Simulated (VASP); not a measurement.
# Cd (Fm-3m) in VASP: notebook

Aim: see how the results for Cd move with the level of theory and the settings. Levels: RPBE+D4, pbe exchange, lyp correlation. Tasks: single point.

Everything below comes from runs of VASP 6.6.1. Logs are shortened: lines on timing, memory, paths and dates and some standing lists are left out, and cuts for length are marked.

**1. The cell of the first run**

It takes space group Fm-3m (No. 225, cubic). Conventional cell: a = 4.436 Å, b = 4.436 Å, c = 4.436 Å, α = 90.00°, β = 90.00°, γ = 90.00°. Cd (site symmetry m-3m) has 12 Cd at 3.14 Å within 4.1 Å.

This isn't the form of Cd at room conditions, which is hcp.

**2. Single point, RPBE+D4**

INCAR

```
ALGO     = Normal         # electronic algorithm
EDIFF    = 1E-6           # SCF threshold, eV
ENCUT    = 500            # plane-wave cutoff, eV
GGA      = RP             # functional
GGA_COMPAT= F            
ISIF     = 2              # what is computed and relaxed
ISMEAR   = -1             # smearing method
IVDW     = 13             # dispersion correction
LASPH    = T              # aspherical terms in the spheres
LCHARG   = T              # write CHGCAR
LELF     = T              # ELF
LREAL    = F              # projectors in reciprocal space
LVHAR    = T            
LWAVE    = F              # write WAVECAR
NBANDS   = 12             # bands
NELM     = 120            # most SCF steps
PREC     = Accurate       # precision mode
SIGMA    = 0.15           # smearing width, eV
```

KPOINTS

```
k-points
0
Gamma
  10 10 10
```

POSCAR

```
Cd
1.0
    0.0000000000      2.2181497500      2.2181497500
    2.2181497500      0.0000000000      2.2181497500
    2.2181497500      2.2181497500      0.0000000000
Cd
1
Direct
    0.0000000000      0.0000000000      0.0000000000
```

Potentials or basis: VASP PAW PBE potentials, release 64 (Cd).

Run with:

```bash
$ cat potpaw_PBE.64/Cd/POTCAR > POTCAR
$ mpirun -np 1 vasp_std > vasp.out
```

OUTCAR:

```text
EDIFF = 1E-6
   ENCUT = 500
   GGA = RP
   ISIF = 2
   ISMEAR = -1
   IVDW = 13
   LASPH = T
   LREAL = F
   NELM = 120
   PREC = Accurate

 ion  position               nearest neighbor table
   1  0.000  0.000  0.000-

  LATTYP: Found a face centered cubic cell.
 ALAT       =     4.4362995000

  Lattice vectors:

 A1 = (   0.0000000000,   2.2181497500,   2.2181497500)
 A2 = (   2.2181497500,   0.0000000000,   2.2181497500)
 A3 = (   2.2181497500,   2.2181497500,   0.0000000000)

Analysis of symmetry for initial positions (statically):
=====================================================================
 Subroutine PRICEL returns:
 Original cell was already a primitive cell.

 Routine SETGRP: Setting up the symmetry group for a
 face centered cubic supercell.

 Subroutine GETGRP returns: Found 48 space group operations
 (whereof 48 operations were pure point group operations)
 out of a pool of 48 trial point group operations.

The static configuration has the point symmetry O_h .

Analysis of symmetry for dynamics (positions and initial velocities):
=====================================================================
 Subroutine PRICEL returns:
 Original cell was already a primitive cell.

 Routine SETGRP: Setting up the symmetry group for a
 face centered cubic supercell.

 Subroutine GETGRP returns: Found 48 space group operations
 (whereof 48 operations were pure point group operations)
 out of a pool of 48 trial point group operations.

The dynamic configuration has the point symmetry O_h .

 Subroutine INISYM returns: Found 48 space group operations
 (whereof 48 operations are pure point group operations),
 and found     1 'primitive' translations

----------------------------------------------------------------------------------------

                                     Primitive cell

  volume of cell :      21.8274

  direct lattice vectors                    reciprocal lattice vectors
     0.000000000  2.218149750  2.218149750    -0.225413095  0.225413095  0.225413095
     2.218149750  0.000000000  2.218149750     0.225413095 -0.225413095  0.225413095
     2.218149750  2.218149750  0.000000000     0.225413095  0.225413095 -0.225413095

  length of vectors
     3.136937460  3.136937460  3.136937460     0.390426933  0.390426933  0.390426933

  position of ions in fractional coordinates (direct lattice)
     0.000000000  0.000000000  0.000000000

  ion indices of the primitive-cell ions
   primitive index   ion index
                 1           1

----------------------------------------------------------------------------------------

 KPOINTS: k-points

Automatic generation of k-mesh.
 Grid dimensions read from file:
 generate k-points for:   10   10   10

 Generating k-lattice:

  Cartesian coordinates                     Fractional coordinates (reciprocal lattice)
    -0.022541309  0.022541309  0.022541309     0.100000000  0.000000000  0.000000000
     0.022541309 -0.022541309  0.022541309     0.000000000  0.100000000  0.000000000
     0.022541309  0.022541309 -0.022541309     0.000000000  0.000000000  0.100000000

  Length of vectors
     0.039042693  0.039042693  0.039042693

  Shift w.r.t. Gamma in fractional coordinates (k-lattice)
     0.000000000  0.000000000  0.000000000

 Subroutine IBZKPT returns following result:
 ===========================================

 Found     47 irreducible k-points:

 Following reciprocal coordinates:
            Coordinates               Weight
  0.000000  0.000000  0.000000      1.000000
  0.100000  0.000000  0.000000      8.000000
  0.200000  0.000000  0.000000      8.000000
  0.300000  0.000000  0.000000      8.000000
  0.400000  0.000000  0.000000      8.000000
  0.500000  0.000000  0.000000      4.000000
[... 16 lines left out ...]
  0.300000  0.300000  0.000000      6.000000
  0.400000  0.300000  0.000000     24.000000
 [... further k-points ...]
   k-points           NKPTS =     47   k-points in BZ     NKDIM =     47   number of bands    NBANDS=     12
   number of dos      NEDOS =    301   number of ions     NIONS =      1
   total plane-waves  NPLWV =  13824
   dimension x,y,z NGX =    24 NGY =   24 NGZ =   24
   dimension x,y,z NGXF=    48 NGYF=   48 NGZF=   48
   ions per type =               1
   NGX,Y,Z   is equivalent  to a cutoff of  12.72, 12.72, 12.72 a.u.
   NGXF,Y,Z  is equivalent  to a cutoff of  25.44, 25.44, 25.44 a.u.
 SYSTEM =  unknown system
   PREC   = accura    normal or accurate (medium, high low for compatibility)
   ISTART =      0    job   : 0-new  1-cont  2-samecut
   ICHARG =      2    charge: 1-file 2-atom 10-const
   ISPIN  =      1    spin polarized calculation?
   LNONCOLLINEAR =      F non collinear calculations
   LSORBIT =      F    spin-orbit coupling
   LASPH  =      T    aspherical Exc in radial PAW
   ENCUT  =  500.0 eV  36.75 Ry    6.06 a.u.   5.72  5.72  5.72*2*pi/ulx,y,z
   NELM   =    120;   NELMIN=  2; NELMDL= -5     # of ELM steps
   EDIFF  = 0.1E-05   stopping-criterion for ELM
   LREAL  =      F    real-space projection
   EDIFFG = 0.1E-04   stopping-criterion for IOM
   NSW    =      0    number of steps for IOM
   IBRION =     -1    ionic relax: 0-MD 1-quasi-New 2-CG
   NFREE  =      0    steps in history (QN), initial steepest desc. (CG)
   ISIF   =      2    stress and relaxation
   ISYM   =      2    0-nonsym 1-usesym 2-fastsym
   POTIM  = 0.5000    time-step for ionic-motion
   TEBEG  =    0.0;   TEEND  =   0.0 temperature during run
   PSTRESS=    0.0 pullay stress
   NELECT =      12.0000    total number of electrons
   NUPDOWN=      -1.0000    fix difference up-down
   EMIN   =  10.00;   EMAX   =-10.00  energy-range for DOS
   EFERMI =   0.00;   METHOD = LEGACY
   ISMEAR =    -1;   SIGMA  =   0.15  broadening in eV -4-tet -1-fermi 0-gaus
   EFERMI_NEDOS =   21; number of points for ismear=-14 and -15
   IALGO  =     38    algorithm
   IMIX   =      4    mixing-type and parameters
     AMIX     =   0.40;   BMIX     =  1.00
     AMIX_MAG =   1.60;   BMIX_MAG =  1.00
  volume/ion in A,a.u.               =      21.83       147.30
  Fermi-wavevector in a.u.,A,eV,Ry     =   1.341120  2.534350 24.471486  1.798604
  Thomas-Fermi vector in A             =   2.469379
   LORBIT       =      0    0 simple, 1 ext, 2 COOP (PROOUT), +10 PAW based schemes
   GGA     = RP    functional components
   LHFCALC =     F    Hartree Fock is set to
   AEXX    =    0.0000 exact exchange contribution
   IVDW    =    13    specifies the selected vdW correction
   LEPSILON=     F    determine dielectric tensor
   LRPA    =     F    only Hartree local field effects (RPA)
 non-spin polarized calculation
  energy-cutoff  :      500.00
  volume of cell :       21.83
 maximum number of plane-waves:       568
   NGX = 11   NGY = 11   NGZ = 11

 number of electron      12.0000003 magnetization

 Free energy of the ion-electron system (eV)
  ---------------------------------------------------
  ext. energy  EPLUGINS =         0.00000000
  ---------------------------------------------------
  free energy    TOTEN  =        -0.33375132 eV

  energy without entropy =       -0.30603109  energy(sigma->0) =       -0.31989121

 E-fermi :   3.0979     XC(G=0): -10.8622

 val. band max:        3.0460729811   @ k =  -0.4000   0.2000   0.0000
 cond. band min:       3.1069622633   @ k =  -0.4000   0.3000   0.0000
 fundamental gap:      0.0608892822
 Fermi energy:         3.0978792634

 k-point     1 :       0.0000    0.0000    0.0000
  band No.  band energies     occupation
      1      -6.1944      2.00000
      2      -6.1944      2.00000
      3      -6.1944      2.00000
      4      -5.7862      2.00000
      5      -5.7451      2.00000
      6      -5.7451      2.00000
      7      16.8327      0.00000
      8      17.9816      0.00000
      9      17.9816      0.00000
     10      17.9816      0.00000
     11      21.2943      0.00000
     12      21.2943      0.00000

 k-point     2 :       0.1000    0.0000    0.0000
  band No.  band energies     occupation
      1      -6.2287      2.00000
      2      -6.1552      2.00000
      3      -6.1552      2.00000
      4      -5.7529      2.00000
      5      -5.7529      2.00000
      6      -5.5166      2.00000
      7      14.9392      0.00000
      8      17.1017      0.00000
      9      17.5974      0.00000
     10      17.5974      0.00000
     11      21.6942      0.00000
     12      21.9570      0.00000

 k-point     3 :       0.2000    0.0000    0.0000
  band No.  band energies     occupation
      1      -6.3516      2.00000
      2      -6.0964      2.00000
      3      -6.0964      2.00000
      4      -5.7255      2.00000
      5      -5.7255      2.00000
      6      -4.6703      2.00000
      7      11.1171      0.00000
      8      16.8979      0.00000
      9      16.8979      0.00000
     10      16.9683      0.00000
     11      21.1833      0.00000
     12      21.9171      0.00000
[... 286 lines left out ...]
 k-point    23 :       0.3000    0.3000    0.0000
  band No.  band energies     occupation
      1      -6.6165      2.00000
      2      -6.4067      2.00000
      3      -5.6317      2.00000
      4      -5.6317      2.00000
      5      -5.5195      2.00000
      6      -2.4892      2.00000
      7      11.4396      0.00000
      8      11.6601      0.00000
      9      11.6601      0.00000
     10      14.5330      0.00000
     11      14.6326      0.00000
     12      27.7461      0.00000

 k-point    24 :       0.4000    0.3000    0.0000
  band No.  band energies     occupation
      1      -6.6635      2.00000
      2      -6.4964      2.00000
      3      -5.6121      2.00000
      4      -5.5778      2.00000
      5      -5.3959      2.00000
      6      -1.1177      2.00000
      7       8.8489      0.00000
      8       9.6816      0.00000
      9      11.0876      0.00000
     10      14.3833      0.00000
     11      16.3017      0.00000
     12      27.1553      0.00000

 [... further k-points ...]

------------------------ aborting loop because EDIFF is reached ----------------------------------------

  DFT-D4 for vdW energy calculation

  Edisp (eV):   -0.78718

  FORCE on cell =-STRESS in cart. coord.  units (eV):
  Direction    XX          YY          ZZ          XY          YZ          ZX
  --------------------------------------------------------------------------------------
  -------------------------------------------------------------------------------------
  Total      -0.01733    -0.01733    -0.01733     0.00000     0.00000    -0.00000
  in kB      -1.27221    -1.27221    -1.27221     0.00000     0.00000    -0.00000
  external pressure =       -1.27 kB  Pullay stress =        0.00 kB

 VOLUME and BASIS-vectors are now :
 -----------------------------------------------------------------------------
  energy-cutoff  :      500.00
  volume of cell :       21.83
      direct lattice vectors                 reciprocal lattice vectors
     0.000000000  2.218149750  2.218149750    -0.225413095  0.225413095  0.225413095
     2.218149750  0.000000000  2.218149750     0.225413095 -0.225413095  0.225413095
     2.218149750  2.218149750  0.000000000     0.225413095  0.225413095 -0.225413095

 POSITION                                       TOTAL-FORCE (eV/Angst)
 -----------------------------------------------------------------------------------
      0.00000      0.00000      0.00000         0.000000      0.000000      0.000000
 -----------------------------------------------------------------------------------
    total drift:                               -0.000000      0.000000      0.000000

  FREE ENERGIE OF THE ION-ELECTRON SYSTEM (eV)
  ---------------------------------------------------
  free  energy   TOTEN  =        -1.1209289536 eV

  energy  without entropy=       -1.0932087238  energy(sigma->0) =       -1.10706884
```

It took 16 s on 1 thread of Intel Xeon Platinum 8259CL at 2.50GHz (Skylake/Cascade Lake), shared host; peak memory 0.14 GiB.

What came out:

```
Free energy                : -1.1209 eV
Pressure                   : -0.1 GPa
Band gap on the k mesh     : zero (bands 6 and 7 overlap by 2.44 eV)
Dispersion energy per atom : -0.787 eV
```

Levels at points of the mesh, in eV from the Fermi level:
| k point | band 2 | band 3 | band 4 | band 5 | band 6 | band 7 | band 8 | band 9 | band 10 | band 11 |
| --- | --- | --- | --- | --- | --- | --- | --- | --- | --- | --- |
| (0.00, 0.00, 0.00) | -9.29 | -9.29 | -8.88 | -8.84 | -8.84 | 13.73 | 14.88 | 14.88 | 14.88 | 18.20 |
| (0.50, 0.00, 0.00) | -9.29 | -9.29 | -8.47 | -8.47 | -2.43 | -1.41 | 12.49 | 12.49 | 12.84 | 16.27 |
| (0.50, 0.50, 0.00) | -9.86 | -8.50 | -8.38 | -8.38 | -0.91 | 1.30 | 6.71 | 6.71 | 10.89 | 10.98 |

Caveat: the PAW data sets were made with another functional, which shifts forces and pressure a little.

**3. Single point, pbe exchange, lyp correlation, non-collinear spin, typed start**

INCAR

```
ALGO = Normal
EDIFF = 1E-6
ENCUT = 500
GGA = LIBXC
GGA_COMPAT = F
ISIF = 2
ISMEAR = -1
LASPH = T
LCHARG = T
LIBXC1 = GGA_X_PBE
LIBXC2 = GGA_C_LYP
LNONCOLLINEAR = T
LORBIT = 11
LREAL = F
LVHAR = T
LWAVE = F
MAGMOM = 0.5 0 0
NBANDS = 23
NELM = 200
PREC = Accurate
SIGMA = 0.05
```

KPOINTS

```
k-points
0
Gamma
  8 8 8
```

POSCAR is that of step 2.

Potentials or basis: VASP PAW PBE potentials, release 64 (Cd).

Run with:

```bash
$ cat potpaw_PBE.64/Cd/POTCAR > POTCAR
$ mpirun -np 1 vasp_ncl > vasp.out
```

Run time: 86 s. Hardware: 1 thread of Intel Xeon Platinum 8259CL at 2.50GHz (Skylake/Cascade Lake), shared host; peak memory 0.22 GiB.

Results (log left out):

- Free energy: -0.1318 eV
- Pressure: 7.6 GPa
- Band gap on the k mesh: zero (bands 12 and 13 overlap by 3.27 eV)
- Net moment: 0.00 μB per cell
- Valence electrons inside the program's atomic spheres: Cd 10.34

Levels at points of the mesh, in eV from the Fermi level:
```csv
k point,band 9,band 10,band 11,band 12,band 13,band 14,band 15,band 16
"(0.00, 0.00, 0.00)",-8.47,-8.47,-8.46,-8.46,14.50,14.50,15.16,15.16
"(0.50, 0.00, 0.00)",-8.09,-8.09,-1.89,-1.89,-1.11,-1.11,12.69,12.69
"(0.50, 0.50, 0.00)",-8.00,-8.00,-0.43,-0.43,1.60,1.60,7.06,7.06
"(0.00, 0.50, 0.50)",-8.00,-8.00,-0.43,-0.43,1.60,1.60,7.06,7.06
```

Moments on the atoms (μB; x, y, z):
```
Cd  0.00 0.00 0.00
```

Caveat: the cell stands under pressure; the PAW data sets were made with another functional, which shifts forces and pressure a little.

The gap in the log of VASP goes by the Fermi energy; the results here count the filled bands.